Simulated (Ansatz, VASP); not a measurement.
One calculation of FeSi, two programs

```
CELL_PARAMETERS angstrom
2.79511 0.00000 0.00000
0.00000 2.79511 0.00000
0.00000 0.00000 2.79511
ATOMIC_POSITIONS crystal
Fe 0.50000 0.50000 0.50000
Si 0.00000 0.00000 0.00000
```

Alike in both runs: task single point; functional PBE; k mesh 16 × 16 × 16; occupations gaussian, width 0.05 eV; no spin polarisation.

|  | VASP | Ansatz |
| --- | --- | --- |
| version | VASP 6.6.1 | Ansatz 0.2.0 |
| potentials or method | VASP PAW PBE potentials, release 64 (Fe, Si), cutoff 520 eV | scalar-relativistic, plane waves, PAW |
| valence electrons in the cell | 12 | 20 |

|  | VASP | Ansatz | Ansatz less VASP |
| --- | --- | --- | --- |
| gap on the k mesh at the Fermi level (eV) | none | none | - |
| pressure (GPa) | -8.4 | -8.5 | -0.09 |

A gap of «none» marks a metal or a gap that the smearing closes. With one functional, cell and mesh, what is left measures potentials, basis and numerics. VASP's potentials hold 12 valence electrons a cell and Ansatz's 20, so a difference there can come from the potentials and not from the codes.
